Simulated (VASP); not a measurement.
# K (Im-3m) in VASP: notebook

K is run at these levels: PBEsol; tasks: electric field gradients.

All numbers are computed with VASP 6.6.1; they aren't measurements. Logs are shortened: lines on timing, memory, paths and dates and some standing lists are left out, and cuts for length are marked.

**1. The cell of the first run**

It takes space group Im-3m (No. 229, cubic). The conventional cell has a = 5.201 Å, b = 5.201 Å, c = 5.201 Å, α = 90.00°, β = 90.00°, γ = 90.00°.

**2. Electric field gradients, PBEsol (70.34 Å³/atom)**

The input, INCAR:

```
ALGO     = Normal         # electronic algorithm
EDIFF    = 1E-8           # SCF threshold, eV
ENCUT    = 520            # plane-wave cutoff, eV
GGA      = PS             # functional
ISIF     = 2              # what is computed and relaxed
ISMEAR   = -1             # smearing method
LASPH    = T              # aspherical terms in the spheres
LCHARG   = F              # write CHGCAR
LEFG     = T            
LREAL    = F              # projectors in reciprocal space
LWAVE    = F              # write WAVECAR
NBANDS   = 10             # bands
NELM     = 60             # most SCF steps
PREC     = Accurate       # precision mode
SIGMA    = 0.08           # smearing width, eV
```

The input, KPOINTS:

```
k-points
0
Gamma
  10 10 10
```

The input, POSCAR:

```
K
1.0
   -2.6004290008      2.6004290008      2.6004290008
    2.6004290008     -2.6004290008      2.6004290008
    2.6004290008      2.6004290008     -2.6004290008
K
1
Direct
    0.0000000000      0.0000000000      0.0000000000
```

Potentials or basis: VASP PAW PBE potentials, release 64 (K_sv).

Launch:

```console
cat potpaw_PBE.64/K_sv/POTCAR > POTCAR
mpirun -np 1 vasp_std > vasp.out
```

OUTCAR:

```text
EDIFF = 1E-8
   ENCUT = 520
   GGA = PS
   ISIF = 2
   ISMEAR = -1
   LASPH = T
   LREAL = F
   NELM = 60
   PREC = Accurate

 ion  position               nearest neighbor table
   1  0.000  0.000  0.000-

  LATTYP: Found a body centered cubic cell.
 ALAT       =     5.2008580016

  Lattice vectors:

 A1 = (  -2.6004290008,   2.6004290008,   2.6004290008)
 A2 = (   2.6004290008,  -2.6004290008,   2.6004290008)
 A3 = (   2.6004290008,   2.6004290008,  -2.6004290008)

Analysis of symmetry for initial positions (statically):
=====================================================================
 Subroutine PRICEL returns:
 Original cell was already a primitive cell.

 Routine SETGRP: Setting up the symmetry group for a
 body centered cubic supercell.

 Subroutine GETGRP returns: Found 48 space group operations
 (whereof 48 operations were pure point group operations)
 out of a pool of 48 trial point group operations.

The static configuration has the point symmetry O_h .

Analysis of symmetry for dynamics (positions and initial velocities):
=====================================================================
 Subroutine PRICEL returns:
 Original cell was already a primitive cell.

 Routine SETGRP: Setting up the symmetry group for a
 body centered cubic supercell.

 Subroutine GETGRP returns: Found 48 space group operations
 (whereof 48 operations were pure point group operations)
 out of a pool of 48 trial point group operations.

The dynamic configuration has the point symmetry O_h .

 Subroutine INISYM returns: Found 48 space group operations
 (whereof 48 operations are pure point group operations),
 and found     1 'primitive' translations

----------------------------------------------------------------------------------------

                                     Primitive cell

  volume of cell :      70.3388

  direct lattice vectors                    reciprocal lattice vectors
    -2.600429001  2.600429001  2.600429001     0.000000000  0.192275967  0.192275967
     2.600429001 -2.600429001  2.600429001     0.192275967  0.000000000  0.192275967
     2.600429001  2.600429001 -2.600429001     0.192275967  0.192275967  0.000000000

[... 113 lines left out ...]
  energy-cutoff  :      520.00
  volume of cell :       70.34
 maximum number of plane-waves:      1926
 NGX is ok and might be reduce to    36
   NGX = 17   NGY = 17   NGZ = 17

 number of electron       8.9999999 magnetization

 Free energy of the ion-electron system (eV)
  ---------------------------------------------------
  ext. energy  EPLUGINS =         0.00000000
  ---------------------------------------------------
  free energy    TOTEN  =        -1.13993648 eV

  energy without entropy =       -1.12193139  energy(sigma->0) =       -1.13093394

 E-fermi :  -0.0722     XC(G=0):  -5.8086

 val. band max:       -0.0805970345   @ k =   0.3000   0.2000   0.0000
 cond. band min:       0.0152353420   @ k =  -0.4000   0.4000   0.2000
 fundamental gap:      0.0958323765
 Fermi energy:        -0.0721994752

 k-point     1 :       0.0000    0.0000    0.0000
  band No.  band energies     occupation
      1     -32.0352      2.00000
      2     -15.5416      2.00000
      3     -15.5416      2.00000
      4     -15.5416      2.00000
      5      -2.2927      2.00000
      6       4.2690      0.00000
      7       4.2690      0.00000
      8       4.2690      0.00000
      9       5.2181      0.00000
     10       5.2181      0.00000
[... 287 lines left out ...]
 k-point    24 :      -0.3000    0.3000    0.1000
  band No.  band energies     occupation
      1     -32.0313      2.00000
      2     -15.5935      2.00000
      3     -15.5621      2.00000
      4     -15.5476      2.00000
      5      -1.0683      1.99999
      6       2.4768      0.00000
      7       3.4335      0.00000
      8       4.3581      0.00000
      9       5.1866      0.00000
     10       5.6135      0.00000

 [... further k-points ...]
[... 5 lines left out ...]
  --------------------------------------------------------------------------------------
  -------------------------------------------------------------------------------------
  Total        0.0136630      0.0136630      0.0136630     -0.0000000     -0.0000000     -0.0000000
  in kB        0.3112155      0.3112155      0.3112155     -0.0000000     -0.0000000     -0.0000000
  external PRESSURE =       0.3112155 kB  Pullay stress =       0.0000000 kB

 VOLUME and BASIS-vectors are now :
 -----------------------------------------------------------------------------
  energy-cutoff  :      520.00
  volume of cell :       70.34
      direct lattice vectors                 reciprocal lattice vectors
    -2.600429001  2.600429001  2.600429001     0.000000000  0.192275967  0.192275967
     2.600429001 -2.600429001  2.600429001     0.192275967  0.000000000  0.192275967
     2.600429001  2.600429001 -2.600429001     0.192275967  0.192275967  0.000000000

 POSITION                                       TOTAL-FORCE (eV/Angst)
 -----------------------------------------------------------------------------------
      0.00000      0.00000      0.00000         0.000000      0.000000      0.000000
 -----------------------------------------------------------------------------------
    total drift:                               -0.000000      0.000000      0.000000

  FREE ENERGIE OF THE ION-ELECTRON SYSTEM (eV)
  ---------------------------------------------------
  free  energy   TOTEN  =        -1.1399364824 eV

  energy  without entropy=       -1.1219313895  energy(sigma->0) =       -1.13093394

 Electric field gradients (V/A^2)
---------------------------------------------------------------------
 ion       V_xx      V_yy      V_zz      V_xy      V_xz      V_yz
---------------------------------------------------------------------
   1       0.000    -0.000    -0.000     0.000     0.000     0.000
---------------------------------------------------------------------

 Electric field gradients after diagonalization (V/A^2)
 (convention: |V_zz| > |V_xx| > |V_yy|)
----------------------------------------------------------------------
 ion       V_xx      V_yy      V_zz     asymmetry (V_yy - V_xx)/ V_zz
----------------------------------------------------------------------
   1      -0.000    -0.000     0.001       0.000
----------------------------------------------------------------------

           NMR quadrupolar parameters

 Cq : quadrupolar parameter    Cq=e*Q*V_zz/h
 eta: asymmetry parameters     (V_yy - V_xx)/ V_zz
 Q  : nuclear electric quadrupole moment in mb (millibarn)
----------------------------------------------------------------------
 ion       Cq(MHz)       eta       Q (mb)
----------------------------------------------------------------------
   1       0.000       0.000       1.000
----------------------------------------------------------------------
```

stdout:

```text
POSCAR found type information on POSCAR K
 POSCAR found :  1 types and       1 ions
 scaLAPACK will be used
 -----------------------------------------------------------------------------
|                                                                             |
|                                                                             |
|     You enforced a specific xc type in the INCAR file but a different       |
|     I HOPE YOU KNOW WHAT YOU ARE DOING!                                     |
|                                                                             |
 -----------------------------------------------------------------------------

 LDA part: xc-table for (Slater+PW92), standard interpolation
 POSCAR, INCAR and KPOINTS ok, starting setup
 FFT: planning ... GRIDC
 FFT: planning ... GRID_SOFT
 FFT: planning ... GRID
 WAVECAR not read
 entering main loop
ion   1
```

Run time: 15 s. Hardware: 1 thread of Intel Xeon 6975P-C (Granite Rapids), shared host; peak memory 0.2 GiB.

What came out:

| Item | Value |
| --- | --- |
| Free energy | -1.1399 eV |
| Pressure | 0.0 GPa |
| Band gap on the k mesh | zero (an odd number of electrons rules out a gap without spin polarisation) |
| Largest electric field gradient by atom | zero within the noise of the run |

Caveat: the PAW data sets were made with another functional, which shifts forces and pressure a little.

**3. Electric field gradients, PBEsol (70.34 Å³/atom)**

The input, INCAR:

```
SYSTEM = K
  PREC = Accurate
  ENCUT = 520
  EDIFF = 1E-8
  ISMEAR = -1
  SIGMA = 0.08
  LREAL = .FALSE.
  LASPH = .TRUE.
  NELM = 80
  ALGO = Normal
  ISIF = 2
  LWAVE = .FALSE.
  LCHARG = .FALSE.
  GGA = PS
  LEFG = .TRUE.
  NBANDS = 10
```

The input, KPOINTS:

```
regular mesh
0
G
  10 10 10
  0 0 0
```

POSCAR is that of step 2.

Potentials or basis: VASP PAW PBE potentials, release 64 (K_sv).

Launch:

```console
cat potpaw_PBE.64/K_sv/POTCAR > POTCAR
mpirun -np 1 vasp_std > vasp.out
```

OUTCAR:

```text
SYSTEM = K
   PREC = Accurate
   ENCUT = 520
   EDIFF = 1E-8
   ISMEAR = -1
   LREAL = .FALSE.
   LASPH = .TRUE.
   NELM = 80
   ISIF = 2
   GGA = PS

 ion  position               nearest neighbor table
   1  0.000  0.000  0.000-

  LATTYP: Found a body centered cubic cell.
 ALAT       =     5.2008580016

  Lattice vectors:

 A1 = (  -2.6004290008,   2.6004290008,   2.6004290008)
[... 519 lines left out ...]
    total drift:                               -0.000000      0.000000      0.000000

  FREE ENERGIE OF THE ION-ELECTRON SYSTEM (eV)
  ---------------------------------------------------
  free  energy   TOTEN  =        -1.1399364824 eV

  energy  without entropy=       -1.1219313895  energy(sigma->0) =       -1.13093394

 Electric field gradients (V/A^2)
---------------------------------------------------------------------
 ion       V_xx      V_yy      V_zz      V_xy      V_xz      V_yz
---------------------------------------------------------------------
   1       0.000    -0.000    -0.000     0.000     0.000     0.000
---------------------------------------------------------------------

 Electric field gradients after diagonalization (V/A^2)
 (convention: |V_zz| > |V_xx| > |V_yy|)
----------------------------------------------------------------------
 ion       V_xx      V_yy      V_zz     asymmetry (V_yy - V_xx)/ V_zz
----------------------------------------------------------------------
   1      -0.000    -0.000     0.001       0.000
----------------------------------------------------------------------

           NMR quadrupolar parameters

 Cq : quadrupolar parameter    Cq=e*Q*V_zz/h
 eta: asymmetry parameters     (V_yy - V_xx)/ V_zz
 Q  : nuclear electric quadrupole moment in mb (millibarn)
----------------------------------------------------------------------
 ion       Cq(MHz)       eta       Q (mb)
----------------------------------------------------------------------
   1       0.000       0.000       1.000
----------------------------------------------------------------------
```

OSZICAR:

```text
N       E                     dE             d eps       ncg     rms          rms(c)
DAV:   1     0.464077328160E+02    0.46408E+02   -0.35662E+03   940   0.686E+02
DAV:   2     0.419623406663E+00   -0.45988E+02   -0.45319E+02  1000   0.193E+02
DAV:   3    -0.109410472725E+01   -0.15137E+01   -0.15089E+01  1474   0.282E+01
DAV:   4    -0.114168074611E+01   -0.47576E-01   -0.47538E-01  1260   0.400E+00
DAV:   5    -0.114238542610E+01   -0.70468E-03   -0.70457E-03  1456   0.389E-01    0.206E+00
DAV:   6    -0.114037704500E+01    0.20084E-02   -0.36487E-03  1418   0.414E-01    0.133E+00
DAV:   7    -0.113991780563E+01    0.45924E-03   -0.61918E-03  1344   0.497E-01    0.910E-02
DAV:   8    -0.113992198862E+01   -0.41830E-05   -0.46162E-04  1298   0.228E-01    0.279E-02
DAV:   9    -0.113993843580E+01   -0.16447E-04   -0.22926E-05  1240   0.415E-02    0.174E-02
DAV:  10    -0.113993686125E+01    0.15745E-05   -0.70484E-06  1360   0.209E-02    0.353E-03
DAV:  11    -0.113993653398E+01    0.32727E-06   -0.15036E-07  1214   0.327E-03    0.622E-04
DAV:  12    -0.113993646261E+01    0.71378E-07   -0.10228E-08  1120   0.685E-04    0.887E-05
DAV:  13    -0.113993648459E+01   -0.21983E-07   -0.13786E-09   628   0.227E-04    0.512E-05
DAV:  14    -0.113993648237E+01    0.22181E-08   -0.59190E-10   574   0.124E-04
   1 F= -.11399365E+01 E0= -.11309339E+01  d E =-.180051E-01
```

stdout:

```text
POSCAR found type information on POSCAR K
 POSCAR found :  1 types and       1 ions
 scaLAPACK will be used
 -----------------------------------------------------------------------------
|                                                                             |
|                                                                             |
|     You enforced a specific xc type in the INCAR file but a different       |
|     I HOPE YOU KNOW WHAT YOU ARE DOING!                                     |
|                                                                             |
 -----------------------------------------------------------------------------

 LDA part: xc-table for (Slater+PW92), standard interpolation
 POSCAR, INCAR and KPOINTS ok, starting setup
 FFT: planning ... GRIDC
 FFT: planning ... GRID_SOFT
 FFT: planning ... GRID
 WAVECAR not read
 entering main loop
ion   1
```

It took 15 s on 1 thread of Intel Xeon 6975P-C (Granite Rapids), shared host; peak memory 0.2 GiB.

What came out:

- Free energy: -1.1399 eV
- Pressure: 0.0 GPa
- Band gap on the k mesh: zero (an odd number of electrons rules out a gap without spin polarisation)
- Largest electric field gradient by atom: zero within the noise of the run

Caveat: the PAW data sets were made with another functional, which shifts forces and pressure a little.

[end of part 1 of 2]
